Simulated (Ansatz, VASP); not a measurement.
## BeS in VASP and in Ansatz

```
Be S
1.0
     0.00000    2.58380    2.42337
     2.42337    0.00000    2.42337
     2.42337    2.58380    0.00000
Be S
1 1
Direct
  0.00000 0.00000 0.00000
  0.75000 0.75000 0.75000
```

Alike in both runs: task single point; functional PBEsol; k mesh 10 × 10 × 10; occupations gaussian, width 0.05 eV; no spin polarisation.

```csv
,VASP,Ansatz
version,VASP 6.6.1,Ansatz 0.2.0
potentials or method,"VASP PAW PBE potentials, release 64 (Be, S), cutoff 520 eV","scalar-relativistic, plane waves, PAW"
valence electrons in the cell,8,8
```

Ansatz gave:

| Item | Value |
| --- | --- |
| gap on the k mesh at the Fermi level (eV) | 2.79 |
| least direct gap on the mesh (eV) | 5.05 |
| pressure (GPa) | -6.0 |
| traceless stress, the component that is largest in VASP (GPa) | -4.30 |

**Question.** Which values does VASP return?

**Answer.** gap on the k mesh at the Fermi level (eV): 2.79; least direct gap on the mesh (eV): 5.05; pressure (GPa): -5.8; traceless stress, the component that is largest in VASP (GPa): -4.28.

VASP's potentials were made for PBE, not for PBEsol.
